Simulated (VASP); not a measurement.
Here is a VASP 6.6.1 calculation.

INCAR

```
SYSTEM = InSe
ALGO     = Normal         ! electronic algorithm
EDIFF    = 1E-6           ! SCF threshold, eV
ENCUT    = 520            ! plane-wave cutoff, eV
GGA      = PE             ! functional
ISIF     = 2              ! what is computed and relaxed
ISMEAR   = 0              ! smearing method
LASPH    = .TRUE.         ! aspherical terms in the spheres
LCHARG   = .FALSE.        ! write CHGCAR
LREAL    = .FALSE.        ! projectors in reciprocal space
LWAVE    = .FALSE.        ! write WAVECAR
NBANDS   = 27             ! bands
NELM     = 60             ! most SCF steps
PREC     = Accurate       ! precision mode
SIGMA    = 0.05           ! smearing width, eV
```

The input KPOINTS:

```
k-points
0
G
  8 8 6
  0 0 0
```

File POSCAR:

```
InSe
1.0
    5.7418854575     -2.0623790766     -0.1306417848
    5.7418854575      2.0623790766     -0.1306417848
   -1.6623467844      0.0000000000      5.4603689881
In Se
2 2
Direct
    0.9038533921      0.8835396030      0.0830843069
    0.0961466079      0.1164603970      0.9169156931
    0.6958051965      0.6566756296      0.6902605594
    0.3041948035      0.3433243704      0.3097394406
```

Potentials or basis: VASP PAW PBE potentials, release 64 (In_d, Se).

Run with:

```bash
$ cat potpaw_PBE.64/In_d/POTCAR potpaw_PBE.64/Se/POTCAR > POTCAR
$ mpirun -np 1 vasp_std > vasp.out
```

(1) Predict the band gap on the k mesh.

(2) What does it give for the largest force?

(3) Estimate the pressure.

## Answers

(1) 0.86 eV (least direct gap 1.01 eV).

(2) 0.632 eV/Å.

(3) -0.4 GPa.

Caveat: the cell differs from its parent crystal (atoms displaced along several vibrational modes); spin-orbit coupling is left out, which moves the levels of the heavy elements.
